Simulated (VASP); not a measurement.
HfO2:

```xyz
6
Lattice="3.7540 0.0000 0.0000 0.0000 3.7540 0.0000 0.0000 0.0000 5.4169" Properties=species:S:1:pos:R:3 pbc="T T T"
O     0.0000    1.8770    1.0888
O     0.0000    1.8770    3.7973
O     1.8770    0.0000    1.6197
O     1.8770    0.0000    4.3281
Hf    0.0000    0.0000    0.0000
Hf    1.8770    1.8770    2.7085
```

```yaml
Program: VASP 6.6.1
Task: relaxation of cell and atoms
Functional: PBE
Potentials_or_basis: VASP PAW PBE potentials, release 64 (O, Hf_pv)
Cutoff: 600 eV
k_mesh: 5 × 5 × 4, shifted
Occupations: fermi-dirac, width 0.1 eV
Spin: no spin polarisation
```

At the start: pressure -24.8 GPa; volume 12.72 Å³/atom.

Q: How do energy, volume and symmetry change on relaxing?

A: Over 11 steps the energy falls by 140.5 meV/atom and the volume is 11.20 Å³/atom (-12.0 %); space group P4_2/nmc (No. 137, to 0.1 Å) before and after.

Step by step:
| step | energy change (eV) | largest force (eV/Å) | pressure (GPa) | volume (Å³) |
| --- | --- | --- | --- | --- |
| 1 | 0.0000 | 0.6324 | -24.79 | 76.34 |
| 2 | 0.9085 | 1.2094 | 61.04 | 56.58 |
| 3 | -0.8391 | 0.0995 | -1.35 | 67.31 |
| 4 | -0.8407 | 0.0749 | -0.31 | 67.01 |
| 5 | -0.8406 | 0.0605 | 0.39 | 66.83 |
| 6 | -0.8414 | 0.0589 | -0.33 | 67.06 |
| 7 | -0.8414 | 0.0588 | -0.32 | 67.06 |
| 8 | -0.8421 | 0.0358 | -0.04 | 67.03 |
| 9 | -0.8424 | 0.0144 | 0.22 | 67.01 |
| 10 | -0.8430 | 0.0110 | 0.09 | 67.11 |
| 11 | -0.8432 | 0.0074 | -0.05 | 67.21 |

Final structure:
```
O Hf
1.0
     3.58688    0.00000    0.00000
     0.00000    3.58688    0.00000
     0.00000    0.00000    5.22428
O Hf
4 2
Cartesian
  0.0000 1.7934 1.0213
  3.5869 1.7934 3.6334
  1.7934 3.5869 1.5908
  1.7934 0.0000 4.2030
  0.0000 0.0000 0.0000
  1.7934 1.7934 2.6121
```
